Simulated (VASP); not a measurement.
Input of a VASP 6.6.1 run:

Contents of INCAR:

```
SYSTEM = HfSi2O6
PREC = Accurate
ENCUT = 520
EDIFF = 1E-6
ISMEAR = 0
SIGMA = 0.02
LREAL = .FALSE.
LASPH = .TRUE.
NELM = 60
ALGO = Normal
ISIF = 2
LWAVE = .FALSE.
LCHARG = .TRUE.
GGA = PE
LELF = .TRUE.
LVHAR = .TRUE.
NBANDS = 37
```

File KPOINTS:

```
regular mesh
0
G
  6 6 4
  0 0 0
```

The input POSCAR:

```
HfSi2O6
1.0
    4.9553433230     -2.5079404205     -0.0125374672
    4.9553433230      2.5079404205     -0.0125374672
   -0.1615720370      0.0000000000      5.8826428571
Hf Si O
1 2 6
Direct
    0.4587935950      0.5412064050      0.0000000000
    0.5193966769      0.9865639269      0.6551787056
    0.0134360731      0.4806033231      0.3448212944
    0.7916039250      0.4295669649      0.2022838980
    0.3048396896      0.1550932370      0.4318781444
    0.5704330351      0.2083960750      0.7977161020
    0.1259401569      0.6285811837      0.1826300001
    0.8449067630      0.6951603104      0.5681218556
    0.3714188163      0.8740598431      0.8173699999
```

Potentials or basis: VASP PAW PBE potentials, release 64 (Hf_pv, Si, O).

Command:

```bash
$ cat potpaw_PBE.64/Hf_pv/POTCAR potpaw_PBE.64/Si/POTCAR potpaw_PBE.64/O/POTCAR > POTCAR
$ mpirun -np 1 vasp_std > vasp.out
```

Task: What does it give for the band gap on the k mesh?

Result: 5.03 eV, indirect (least direct gap 5.29 eV).

Task: Predict the largest force.

Result: 0.189 eV/Å.

Task: Estimate the pressure.

Result: -0.4 GPa.

Forces in eV/Å, atoms in the order of the input:
```
Hf   0.000 -0.014  0.000
Si   0.017 -0.012 -0.011
Si  -0.017 -0.012  0.011
O   -0.106  0.108 -0.112
O    0.004 -0.004 -0.004
O    0.106  0.108  0.112
O    0.126 -0.085 -0.106
O   -0.004 -0.004  0.004
O   -0.126 -0.085  0.106
```

Caveat: spin-orbit coupling is left out, which moves the levels of the heavy elements. As with any semilocal functional, this PBE gap is likely too small.
